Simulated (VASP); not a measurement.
**Ir: single point with LDA**

The system is Ir.

```xyz
2
Lattice="2.8315 0.0000 0.0000 -1.4158 2.4522 0.0000 0.0000 0.0000 4.5325" Properties=species:S:1:pos:R:3 pbc="T T T"
Ir    1.4158    0.8174    3.3994
Ir    0.0000    1.6348    1.1331
```

| Property | Result |
| --- | --- |
| Program | VASP 6.6.1 |
| Task | single point |
| Functional | LDA |
| Potentials or basis | VASP PAW LDA potentials, release 64 (Ir) |
| Cutoff | 500 eV |
| k mesh | 18 × 18 × 10 |
| Occupations | gaussian, width 0.15 eV |
| Spin | no spin polarisation |

```json
{
 "Pressure": "-34.7 GPa",
 "Band gap on the k mesh": "zero (band 9 reaches 9.47 eV, above the bottom of band 10 at 6.63 eV)"
}
```

Stress tensor (GPa, compression positive):
```
-35.41   0.00   0.00
  0.00 -35.41   0.00
  0.00   0.00 -33.30
```

Levels at points of the mesh, in eV from the Fermi level:
| k point | band 7 | band 8 | band 9 | band 10 | band 11 | band 12 |
| --- | --- | --- | --- | --- | --- | --- |
| (0.00, 0.00, 0.00) | -2.71 | -2.14 | -2.14 | -0.37 | 0.21 | 0.21 |
| (0.50, 0.00, 0.00) | -2.51 | 0.49 | 0.83 | 0.87 | 2.55 | 3.83 |
| (0.00, 0.00, 0.50) | -3.43 | -3.43 | -0.43 | -0.43 | -0.43 | -0.43 |
| (0.50, 0.00, 0.50) | -0.76 | -0.76 | 0.72 | 0.72 | 1.86 | 1.86 |

Wall time 57 s on 1 thread of Intel(R) Xeon(R) Platinum 8488C (Sapphire Rapids), on a shared host, peak memory 0.21 GiB.

Caveat: spin-orbit coupling is left out, which moves the levels of the heavy elements.
